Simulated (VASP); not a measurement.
CaRuO: single point with PBE

Crystal: CaRuO.

```
Ca Ru O
1.0
     3.62976    0.00000    0.00000
    -1.81488    3.14346    0.00000
     0.00000    0.00000    4.24107
Ca Ru O
1 1 1
Direct
  0.66667 0.33333 0.00000
  0.33333 0.66667 0.50000
  0.00000 0.00000 0.50000
```

```yaml
Program: VASP 6.6.1
Task: single point
Functional: PBE
Potentials_or_basis: VASP PAW PBE potentials, release 64 (Ca_sv, Ru_pv, O)
Cutoff: 520 eV
k_mesh: 6 × 6 × 4
Occupations: gaussian, width 0.1 eV
Spin: collinear spin, ferromagnetic start
Starting_moments: "[0.0, 1.0, 0.0] μB"
Dipole_correction: no
Further_INCAR_settings: ALGO = Normal; EDIFF = 1e-07; NBANDS = 26
```

```
Pressure                                              : 0.2 GPa
Net moment                                            : 0.67 μB per cell
Site moments                                          : Ca -0.01; Ru +0.62; O +0.05 μB
Valence electrons inside the program's atomic spheres : Ca 8.23; Ru 12.63; O 4.90
```

Stress tensor (GPa, compression positive):
```
0.19 0.00 0.00
0.00 0.19 0.00
0.00 0.00 0.10
```

Levels at points of the mesh, in eV from the Fermi level:
Spin up:
```tsv
k point	band 11	band 12	band 13	band 14	band 15	band 16	band 17	band 18	band 19	band 20
(0.00, 0.00, 0.00)	-4.73	-3.64	-1.29	-1.29	-0.86	1.74	1.74	2.82	3.36	3.36
(0.50, 0.00, 0.00)	-5.50	-2.42	-1.89	-1.73	-0.26	-0.26	1.75	3.02	3.61	4.12
(0.00, 0.00, 0.50)	-5.69	-1.53	-1.53	-0.93	0.10	0.64	1.65	1.65	4.05	4.05
(0.50, 0.00, 0.50)	-5.62	-1.62	-1.45	-1.03	-0.79	-0.54	0.77	2.84	3.82	4.65
```
Spin down:
| k point | band 11 | band 12 | band 13 | band 14 | band 15 | band 16 | band 17 | band 18 | band 19 | band 20 |
| --- | --- | --- | --- | --- | --- | --- | --- | --- | --- | --- |
| (0.00, 0.00, 0.00) | -4.58 | -3.61 | -0.95 | -0.95 | -0.61 | 2.15 | 2.15 | 2.92 | 3.37 | 3.37 |
| (0.50, 0.00, 0.00) | -5.33 | -2.29 | -1.46 | -1.43 | 0.06 | 0.27 | 1.73 | 3.05 | 3.80 | 4.29 |
| (0.00, 0.00, 0.50) | -5.60 | -1.23 | -1.23 | -0.64 | 0.09 | 0.82 | 2.03 | 2.03 | 4.08 | 4.08 |
| (0.50, 0.00, 0.50) | -5.50 | -1.13 | -1.12 | -0.81 | -0.55 | -0.04 | 0.77 | 2.99 | 3.82 | 4.70 |

Run time: 48 s on 1 thread of Intel(R) Xeon(R) Platinum 8259CL CPU @ 2.50GHz (Skylake/Cascade Lake), on a shared host, peak memory 0.21 GiB.

Caveat: the k points lie up to 0.37 Å⁻¹ apart.
